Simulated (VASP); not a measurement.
# Cd (Im-3m) in VASP: a series of runs

Runs on Cd. Level: PBE. Tasks: single point, relaxation of cell and atoms.

All numbers are computed with VASP 6.6.1; they aren't measurements. Logs are shortened: lines on timing, memory, paths and dates and some standing lists are left out, and cuts for length are marked.

### 1 The cell of the first run

Symmetry: Im-3m, No. 229, cubic system. Conventional cell: a = 3.604 Å, b = 3.604 Å, c = 3.604 Å, α = 90.00°, β = 90.00°, γ = 90.00°. Within 4.1 Å of Cd (site symmetry m-3m) lie 14 Cd at 3.12 to 3.60 Å.

This isn't the form of Cd at room conditions, which is hcp.

### 2 Single point, PBE

Input file INCAR:

```
PREC     = Accurate       # precision mode
ENCUT    = 520            # plane-wave cutoff, eV
EDIFF    = 1E-6           # SCF threshold, eV
ISMEAR   = 0              # smearing method
SIGMA    = 0.1            # smearing width, eV
LREAL    = F              # projectors in reciprocal space
LASPH    = T              # aspherical terms in the spheres
NELM     = 80             # most SCF steps
ALGO     = Fast           # electronic algorithm
ISIF     = 2              # what is computed and relaxed
LWAVE    = F              # write WAVECAR
LCHARG   = F              # write CHGCAR
GGA      = PE             # functional
NBANDS   = 12             # bands
```

Input file KPOINTS:

```
Automatic mesh
0
Gamma
  8 8 8
```

Input file POSCAR:

```
Cd
1.0
   -1.8020587958      1.8020587958      1.8020587958
    1.8020587958     -1.8020587958      1.8020587958
    1.8020587958      1.8020587958     -1.8020587958
Cd
1
Direct
    0.0000000000      0.0000000000      0.0000000000
```

Potentials or basis: VASP PAW PBE potentials, release 64 (Cd).

On the command line:

```bash
> cat potpaw_PBE.64/Cd/POTCAR > POTCAR
> mpirun -np 1 vasp_std > vasp.out
```

OUTCAR:

```text
PREC = Accurate
   ENCUT = 520
   EDIFF = 1E-6
   ISMEAR = 0
   LREAL = F
   LASPH = T
   NELM = 80
   ISIF = 2
   GGA = PE

 ion  position               nearest neighbor table
   1  0.000  0.000  0.000-

  LATTYP: Found a body centered cubic cell.
 ALAT       =     3.6041175916

  Lattice vectors:

 A1 = (  -1.8020587958,   1.8020587958,   1.8020587958)
 A2 = (   1.8020587958,  -1.8020587958,   1.8020587958)
 A3 = (   1.8020587958,   1.8020587958,  -1.8020587958)

Analysis of symmetry for initial positions (statically):
=====================================================================
 Subroutine PRICEL returns:
 Original cell was already a primitive cell.

 Routine SETGRP: Setting up the symmetry group for a
 body centered cubic supercell.

 Subroutine GETGRP returns: Found 48 space group operations
 (whereof 48 operations were pure point group operations)
 out of a pool of 48 trial point group operations.

The static configuration has the point symmetry O_h .

Analysis of symmetry for dynamics (positions and initial velocities):
=====================================================================
 Subroutine PRICEL returns:
 Original cell was already a primitive cell.

 Routine SETGRP: Setting up the symmetry group for a
 body centered cubic supercell.

 Subroutine GETGRP returns: Found 48 space group operations
 (whereof 48 operations were pure point group operations)
 out of a pool of 48 trial point group operations.

The dynamic configuration has the point symmetry O_h .

 Subroutine INISYM returns: Found 48 space group operations
 (whereof 48 operations are pure point group operations),
 and found     1 'primitive' translations

----------------------------------------------------------------------------------------

                                     Primitive cell

  volume of cell :      23.4081

  direct lattice vectors                    reciprocal lattice vectors
    -1.802058796  1.802058796  1.802058796     0.000000000  0.277460425  0.277460425
     1.802058796 -1.802058796  1.802058796     0.277460425  0.000000000  0.277460425
     1.802058796  1.802058796 -1.802058796     0.277460425  0.277460425  0.000000000

  length of vectors
     3.121257393  3.121257393  3.121257393     0.392388297  0.392388297  0.392388297

  position of ions in fractional coordinates (direct lattice)
     0.000000000  0.000000000  0.000000000

  ion indices of the primitive-cell ions
   primitive index   ion index
                 1           1

----------------------------------------------------------------------------------------

 KPOINTS: Automatic mesh

Automatic generation of k-mesh.
 Grid dimensions read from file:
 generate k-points for:    8    8    8

 Generating k-lattice:

  Cartesian coordinates                     Fractional coordinates (reciprocal lattice)
     0.000000000  0.034682553  0.034682553     0.125000000  0.000000000  0.000000000
     0.034682553  0.000000000  0.034682553     0.000000000  0.125000000  0.000000000
     0.034682553  0.034682553  0.000000000     0.000000000  0.000000000  0.125000000

  Length of vectors
     0.049048537  0.049048537  0.049048537

  Shift w.r.t. Gamma in fractional coordinates (k-lattice)
     0.000000000  0.000000000  0.000000000

 Subroutine IBZKPT returns following result:
 ===========================================

 Found     29 irreducible k-points:

 Following reciprocal coordinates:
            Coordinates               Weight
  0.000000  0.000000  0.000000      1.000000
  0.125000  0.000000  0.000000     12.000000
  0.250000  0.000000  0.000000     12.000000
  0.375000  0.000000  0.000000     12.000000
  0.500000  0.000000  0.000000      6.000000
  0.125000  0.125000  0.000000     24.000000
[... 16 lines left out ...]
 -0.250000  0.250000  0.250000      6.000000
 -0.375000  0.375000  0.250000     24.000000
 [... further k-points ...]
   k-points           NKPTS =     29   k-points in BZ     NKDIM =     29   number of bands    NBANDS=     12
   number of dos      NEDOS =    301   number of ions     NIONS =      1
   total plane-waves  NPLWV =  13824
   dimension x,y,z NGX =    24 NGY =   24 NGZ =   24
   dimension x,y,z NGXF=    48 NGYF=   48 NGZF=   48
   ions per type =               1
   NGX,Y,Z   is equivalent  to a cutoff of  12.78, 12.78, 12.78 a.u.
   NGXF,Y,Z  is equivalent  to a cutoff of  25.57, 25.57, 25.57 a.u.
 SYSTEM =  unknown system
   PREC   = accura    normal or accurate (medium, high low for compatibility)
   ISTART =      0    job   : 0-new  1-cont  2-samecut
   ICHARG =      2    charge: 1-file 2-atom 10-const
   ISPIN  =      1    spin polarized calculation?
   LNONCOLLINEAR =      F non collinear calculations
   LSORBIT =      F    spin-orbit coupling
   LASPH  =      T    aspherical Exc in radial PAW
   ENCUT  =  520.0 eV  38.22 Ry    6.18 a.u.   5.80  5.80  5.80*2*pi/ulx,y,z
   NELM   =     80;   NELMIN=  2; NELMDL= -5     # of ELM steps
   EDIFF  = 0.1E-05   stopping-criterion for ELM
   LREAL  =      F    real-space projection
   EDIFFG = 0.1E-04   stopping-criterion for IOM
   NSW    =      0    number of steps for IOM
   IBRION =     -1    ionic relax: 0-MD 1-quasi-New 2-CG
   NFREE  =      0    steps in history (QN), initial steepest desc. (CG)
   ISIF   =      2    stress and relaxation
   ISYM   =      2    0-nonsym 1-usesym 2-fastsym
   POTIM  = 0.5000    time-step for ionic-motion
   TEBEG  =    0.0;   TEEND  =   0.0 temperature during run
   PSTRESS=    0.0 pullay stress
   NELECT =      12.0000    total number of electrons
   NUPDOWN=      -1.0000    fix difference up-down
   EMIN   =  10.00;   EMAX   =-10.00  energy-range for DOS
   EFERMI =   0.00;   METHOD = LEGACY
   ISMEAR =     0;   SIGMA  =   0.10  broadening in eV -4-tet -1-fermi 0-gaus
   EFERMI_NEDOS =   21; number of points for ismear=-14 and -15
   IALGO  =     68    algorithm
   IMIX   =      4    mixing-type and parameters
     AMIX     =   0.40;   BMIX     =  1.00
     AMIX_MAG =   1.60;   BMIX_MAG =  1.00
  volume/ion in A,a.u.               =      23.41       157.97
  Fermi-wavevector in a.u.,A,eV,Ry     =   1.310226  2.475969 23.357024  1.716693
  Thomas-Fermi vector in A             =   2.440771
   LORBIT       =      0    0 simple, 1 ext, 2 COOP (PROOUT), +10 PAW based schemes
   GGA     = PE    functional components
   LHFCALC =     F    Hartree Fock is set to
   AEXX    =    0.0000 exact exchange contribution
   IVDW    =     0    specifies the selected vdW correction
   LEPSILON=     F    determine dielectric tensor
   LRPA    =     F    only Hartree local field effects (RPA)
 non-spin polarized calculation
 RMM-DIIS sequential band-by-band and
 Gauss-broadening in eV      SIGMA  =   0.10
  energy-cutoff  :      520.00
  volume of cell :       23.41
 maximum number of plane-waves:       664
   NGX = 11   NGY = 11   NGZ = 11

 number of electron      12.0000007 magnetization

 Free energy of the ion-electron system (eV)
  ---------------------------------------------------
  ext. energy  EPLUGINS =         0.00000000
  ---------------------------------------------------
  free energy    TOTEN  =        -0.67134129 eV

  energy without entropy =       -0.66611160  energy(sigma->0) =       -0.66872645

 E-fermi :   2.2268     XC(G=0): -10.6211

 val. band max:        2.2177952614   @ k =   0.3750   0.2500   0.0000
 cond. band min:       2.4939057742   @ k =   0.5000   0.5000   0.2500
 fundamental gap:      0.2761105129
 Fermi energy:         2.2268487490

 k-point     1 :       0.0000    0.0000    0.0000
  band No.  band energies     occupation
      1      -6.6778      2.00000
      2      -6.6778      2.00000
      3      -6.6778      2.00000
      4      -6.1138      2.00000
      5      -6.1138      2.00000
      6      -5.9252      2.00000
      7      17.6193      0.00000
      8      17.6193      0.00000
      9      17.6193      0.00000
     10      17.8521      0.00000
     11      17.8521      0.00000
     12      17.8521      0.00000

 k-point     2 :       0.1250    0.0000    0.0000
  band No.  band energies     occupation
      1      -6.7198      2.00000
      2      -6.6754      2.00000
      3      -6.5511      2.00000
      4      -6.1582      2.00000
      5      -6.1121      2.00000
      6      -5.5044      2.00000
      7      13.8634      0.00000
      8      15.9941      0.00000
      9      16.0451      0.00000
     10      17.0511      0.00000
     11      17.1741      0.00000
     12      18.1893      0.00000

 k-point     3 :       0.2500    0.0000    0.0000
  band No.  band energies     occupation
      1      -6.8201      2.00000
      2      -6.7734      2.00000
      3      -6.2301      2.00000
      4      -6.1976      2.00000
      5      -6.1061      2.00000
      6      -4.1979      2.00000
      7       9.0386      0.00000
      8      13.6754      0.00000
      9      13.9599      0.00000
     10      16.2524      0.00000
     11      16.4913      0.00000
     12      19.6155      0.00000
[... 286 lines left out ...]
 k-point    23 :      -0.2500    0.2500    0.2500
  band No.  band energies     occupation
      1      -6.5945      2.00000
      2      -6.4103      2.00000
      3      -6.4103      2.00000
      4      -6.4079      2.00000
      5      -6.2551      2.00000
      6      -2.4666      2.00000
      7       9.8728      0.00000
      8       9.8728      0.00000
      9      10.6242      0.00000
     10      12.0318      0.00000
     11      21.5874      0.00000
     12      21.5874      0.00000

 k-point    24 :      -0.3750    0.3750    0.2500
  band No.  band energies     occupation
      1      -6.7809      2.00000
      2      -6.5987      2.00000
      3      -6.4130      2.00000
      4      -6.2377      2.00000
      5      -5.9424      2.00000
      6      -0.3667      2.00000
      7       6.1130      0.00000
      8       8.4072      0.00000
      9      10.4013      0.00000
     10      12.8260      0.00000
     11      18.5318      0.00000
     12      21.2032      0.00000

 [... further k-points ...]
[... 5 lines left out ...]
  --------------------------------------------------------------------------------------
  -------------------------------------------------------------------------------------
  Total        0.0562593      0.0562593      0.0562593     -0.0000000      0.0000000      0.0000000
  in kB        3.8506883      3.8506883      3.8506883     -0.0000000      0.0000000      0.0000000
  external PRESSURE =       3.8506883 kB  Pullay stress =       0.0000000 kB

 VOLUME and BASIS-vectors are now :
 -----------------------------------------------------------------------------
  energy-cutoff  :      520.00
  volume of cell :       23.41
      direct lattice vectors                 reciprocal lattice vectors
    -1.802058796  1.802058796  1.802058796     0.000000000  0.277460425  0.277460425
     1.802058796 -1.802058796  1.802058796     0.277460425  0.000000000  0.277460425
     1.802058796  1.802058796 -1.802058796     0.277460425  0.277460425  0.000000000

 POSITION                                       TOTAL-FORCE (eV/Angst)
 -----------------------------------------------------------------------------------
      0.00000      0.00000      0.00000        -0.000000      0.000000      0.000000
 -----------------------------------------------------------------------------------
    total drift:                               -0.000000      0.000000      0.000000

  FREE ENERGIE OF THE ION-ELECTRON SYSTEM (eV)
  ---------------------------------------------------
  free  energy   TOTEN  =        -0.6713412932 eV

  energy  without entropy=       -0.6661116023  energy(sigma->0) =       -0.66872645
```

Run time: 3.3 s. Hardware: 1 thread of Intel Xeon 6975P-C (Granite Rapids), shared host; peak memory 0.13 GiB.

Results:

- Free energy: -0.6713 eV
- Pressure: 0.4 GPa
- Band gap on the k mesh: zero (bands 6 and 7 overlap by 4.40 eV)

### 3 Relaxation of cell and atoms, PBE

This run uses another cell than the first one, of 17.77 Å³/atom.

Input file INCAR:

```
SYSTEM = Cd
PREC = Accurate
ENCUT = 600
EDIFF = 1E-6
ISMEAR = 0
SIGMA = 0.1
LREAL = .FALSE.
LASPH = .TRUE.
NELM = 100
ALGO = Normal
ISIF = 3
LWAVE = .FALSE.
LCHARG = .FALSE.
GGA = PE
IBRION = 2
NSW = 80
EDIFFG = -0.05
```

Input file KPOINTS:

```
Automatic mesh
0
G
  8 8 8
  0 0 0
```

Input file POSCAR:

```
Cd
1.0
   -1.6438224042      1.6438224042      1.6438224042
    1.6438224042     -1.6438224042      1.6438224042
    1.6438224042      1.6438224042     -1.6438224042
Cd
1
Direct
    0.0000000000      0.0000000000      0.0000000000
```

Potentials or basis: VASP PAW PBE potentials, release 64 (Cd).

On the command line:

```bash
> cat potpaw_PBE.64/Cd/POTCAR > POTCAR
> mpirun -np 1 vasp_std > vasp.out
```

It took 8.4 s on 1 thread of Intel Xeon 6975P-C (Granite Rapids), shared host; peak memory 0.14 GiB.

The run converged. Its results:

* Free energy: -0.6695 eV
* Relaxed volume: 23.71 Å³/atom
* Relaxed cell: a = 3.134 Å, b = 3.134 Å, c = 3.134 Å, α = 109.47°, β = 109.47°, γ = 109.47°
* Space group after relaxing (to 0.1 Å): Im-3m (No. 229)
* Energy gained by relaxing: 284.3 meV/atom
* Ionic steps: 4
* Pressure after relaxing: 0.0 GPa
* Band gap on the k mesh: zero (bands 6 and 7 overlap by 4.41 eV)

The path:
```csv
step,energy change (eV),largest force (eV/Å),pressure (GPa),volume (Å³)
1,0.0000,0.0000,22.49,17.77
2,-0.2794,0.0000,-1.31,24.98
3,-0.2837,0.0000,0.46,23.29
4,-0.2843,0.0000,0.05,23.71
```

Final structure:
```cif
data_structure
_symmetry_space_group_name_H-M 'P 1'
_symmetry_Int_Tables_number 1
_cell_length_a 3.1344
_cell_length_b 3.1344
_cell_length_c 3.1344
_cell_angle_alpha 109.471
_cell_angle_beta 109.471
_cell_angle_gamma 109.471
_cell_volume 23.71
loop_
_atom_site_label
_atom_site_type_symbol
_atom_site_fract_x
_atom_site_fract_y
_atom_site_fract_z
_atom_site_occupancy
Cd1 Cd 0.00000 0.00000 0.00000 1
```

Levels at points of the mesh, in eV from the Fermi level:
```csv
k point,band 2,band 3,band 4,band 5,band 6,band 7,band 8,band 9,band 10
"(0.00, 0.00, 0.00)",-8.87,-8.87,-8.32,-8.32,-8.06,15.33,15.33,15.33,15.45
"(0.50, 0.00, 0.00)",-9.14,-8.35,-8.30,-7.95,-1.64,-0.86,9.09,9.91,13.25
"(0.50, 0.50, 0.50)",-9.27,-8.04,-8.04,-8.04,3.55,3.55,3.55,5.27,7.91
```

Caveat: the volume moved by over 15 % at a fixed basis, so the end points are rough.
